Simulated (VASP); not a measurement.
Input of a VASP 6.6.1 run:

INCAR

```
PREC = Accurate ; ENCUT = 520
EDIFF = 1E-6 ; ISMEAR = -1
SIGMA = 0.05 ; LREAL = False
LASPH = True ; NELM = 150
ALGO = Normal ; ISIF = 2
LWAVE = False ; LCHARG = False
ISPIN = 2 ; MAGMOM = 0.849 0.849
LORBIT = 11 ; LMAXMIX = 4
GGA = RE ; NBANDS = 21
```

File KPOINTS:

```
regular mesh
0
Gamma
  12 12 12
```

The input POSCAR:

```
Ni
1.0
    0.0000000000      2.5729102913      2.5729102913
    2.5729102913      0.0000000000      2.5729102913
    2.5729102913      2.5729102913      0.0000000000
Ni
2
Direct
    0.1250000000      0.1250000000      0.1250000000
    0.8750000000      0.8750000000      0.8750000000
```

Potentials or basis: VASP PAW PBE potentials, release 64 (Ni).

Launch:

```sh
$ cat potpaw_PBE.64/Ni/POTCAR > POTCAR
$ mpirun -np 1 vasp_std > vasp.out
```

Q: What does it give for the net moment?

A: 1.57 μB per cell.

Q: What does it give for the pressure?

A: 0.1 GPa.

Q: Predict the site moments.

A: Ni +0.80 μB.

Caveat: the PAW data sets were made with another functional, which shifts forces and pressure a little.
